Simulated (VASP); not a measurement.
A run of VASP 6.6.1 is set up as follows.

File INCAR:

```
ALGO = Normal ; EDIFF = 1E-6
ENCUT = 520 ; GGA = PE
ISIF = 2 ; ISMEAR = 0
LASPH = True ; LCHARG = True
LELF = True ; LREAL = False
LVHAR = True ; LWAVE = False
NBANDS = 15 ; NELM = 60
PREC = Accurate ; SIGMA = 0.05
```

The input KPOINTS:

```
k-points
0
Gamma
  6 6 4
```

Contents of POSCAR:

```
MgI2
1.0
    4.3165329393      0.0000000000      0.0000000000
   -2.1582664697      3.7382271817      0.0000000000
    0.0000000000      0.0000000000      8.0147218160
Mg I
1 2
Direct
    0.0000000000      0.0000000000      0.0000000000
    0.3333333333      0.6666666667      0.7666648737
    0.6666666667      0.3333333333      0.2333351263
```

Potentials or basis: VASP PAW PBE potentials, release 64 (Mg, I).

The run is started by

```console
$ cat potpaw_PBE.64/Mg/POTCAR potpaw_PBE.64/I/POTCAR > POTCAR
$ mpirun -np 1 vasp_std > vasp.out
```

(1) Predict the largest force.

(2) What does it give for the band gap on the k mesh?

Answers

(1) 0.878 eV/Å.

(2) 3.00 eV, direct.

Caveat: spin-orbit coupling is left out, which moves the levels of the heavy elements.
